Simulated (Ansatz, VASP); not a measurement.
**One calculation of WS2, two programs**

```
CELL_PARAMETERS angstrom
3.18352 0.00000 0.00000
-1.59176 2.75701 0.00000
0.00000 0.00000 16.95058
ATOMIC_POSITIONS crystal
W 0.00000 0.00000 0.00000
S 0.33333 0.66667 0.09200
S 0.33333 0.66667 0.90800
```

Alike in both runs: task relaxation of cell and atoms; functional PBE; dispersion D3(BJ); k mesh 10 × 10 × 2; occupations fermi-dirac, width 0.05 eV; no spin polarisation.

|  | VASP | Ansatz |
| --- | --- | --- |
| version | VASP 6.6.1 | Ansatz 0.2.0 |
| potentials or method | VASP PAW PBE potentials, release 64 (W_sv, S) | Ansatz PAW |
| plane-wave cutoff (eV) | 600 | 420 |
| valence electrons in the cell | 26 | 26 |

VASP gave:

* gap on the k mesh at the Fermi level, each at its own relaxed structure (eV): 2.22
* relaxed volume (Å³/atom): 49.18
* relaxed length of the cell vector where the two differ most in proportion (Å): 17.059

Task: What did Ansatz give for the same quantities?

Result: gap on the k mesh at the Fermi level, each at its own relaxed structure (eV): 2.21; relaxed volume (Å³/atom): 48.82; relaxed length of the cell vector where the two differ most in proportion (Å): 16.940.

Neither program's run includes spin-orbit coupling. Noted on Ansatz's run: the plane-wave basis is chosen anew once the cell has moved, so the energies of steps on either side of that aren't comparable.
